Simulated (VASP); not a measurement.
# Al: relaxation of cell and atoms with LDA

Al:

```xyz
1
Lattice="0.0000 2.0207 2.0207 2.0207 0.0000 2.0207 2.0207 2.0207 0.0000" Properties=species:S:1:pos:R:3 pbc="T T T"
Al    0.0000    0.0000    0.0000
```

| Property | Result |
| --- | --- |
| Program | VASP 6.6.1 |
| Task | relaxation of cell and atoms |
| Functional | LDA |
| Potentials or basis | VASP PAW LDA potentials, release 64 (Al) |
| Cutoff | 600 eV |
| k mesh | 18 × 18 × 18 |
| Occupations | gaussian, width 0.1 eV |
| Spin | no spin polarisation |
| Dipole correction | no |
| Further INCAR settings | ALGO = Normal; EDIFF = 1e-06; IBRION = 2; EDIFFG = -0.005; NSW = 70; ISIF = 3 |

```yaml
Relaxed_volume: 15.82 Å³/atom
Relaxed_cell: a = 2.818 Å, b = 2.818 Å, c = 2.818 Å, α = 60.00°, β = 60.00°, γ = 60.00°
Space_group_after_relaxing_to_0.05_Å: Fm-3m (No. 225)
Energy_gained_by_relaxing: 7.1 meV/atom
Ionic_steps: 3
Pressure_after_relaxing: 0.0 GPa
```

Step by step:
```tsv
step	energy change (eV)	largest force (eV/Å)	pressure (GPa)	volume (Å³)
1	0.0000	0.0000	-3.19	16.50
2	-0.0069	0.0000	0.46	15.73
3	-0.0071	0.0000	0.00	15.82
```

Final structure:
```xyz
1
Lattice="0.0000 1.9924 1.9924 1.9924 0.0000 1.9924 1.9924 1.9924 0.0000" Properties=species:S:1:pos:R:3 pbc="T T T"
Al    0.0000    0.0000    0.0000
```

Levels at points of the mesh, in eV from the Fermi level:
```
           k point  band 1  band 2  band 3  band 4
(0.00, 0.00, 0.00)  -11.39   12.81   12.81   12.81
(0.50, 0.00, 0.00)   -4.71   -4.44   11.64   11.70
(0.50, 0.50, 0.00)   -2.99   -1.61    5.31    5.74
```

Run time: 11 s on 1 thread of Intel Xeon 6975P-C, with other jobs on the host, peak memory 0.14 GiB.

LDA usually gives volumes a few per cent too small. Zero-point motion and thermal expansion aren't in these numbers.
